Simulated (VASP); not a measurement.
Here is a VASP 6.6.1 calculation.

Contents of INCAR:

```
  PREC = Accurate
  ENCUT = 520
  EDIFF = 1E-7
  ISMEAR = 0
  SIGMA = 0.15
  LREAL = F
  LASPH = T
  NELM = 80
  ALGO = Fast
  ISIF = 2
  LWAVE = F
  LCHARG = F
  GGA = CA
  NBANDS = 12
```

KPOINTS

```
Automatic mesh
0
Gamma
  22 22 22
```

POSCAR

```
Cu
1.0
   -1.3917000000      1.3917000000      1.4081500000
    1.3917000000     -1.3917000000      1.4081500000
    1.3917000000      1.3917000000     -1.4081500000
Cu
1
Direct
    0.0000000000      0.0000000000      0.0000000000
```

Potentials or basis: VASP PAW LDA potentials, release 64 (Cu).

The run is started by

```sh
$ cat potpaw_LDA.64/Cu/POTCAR > POTCAR
$ mpirun -np 1 vasp_std > vasp.out
```

Question: Predict the pressure.

Answer: 1.1 GPa.

Stress tensor (GPa, compression positive):
```
1.05 0.00 0.00
0.00 1.05 0.00
0.00 0.00 1.27
```
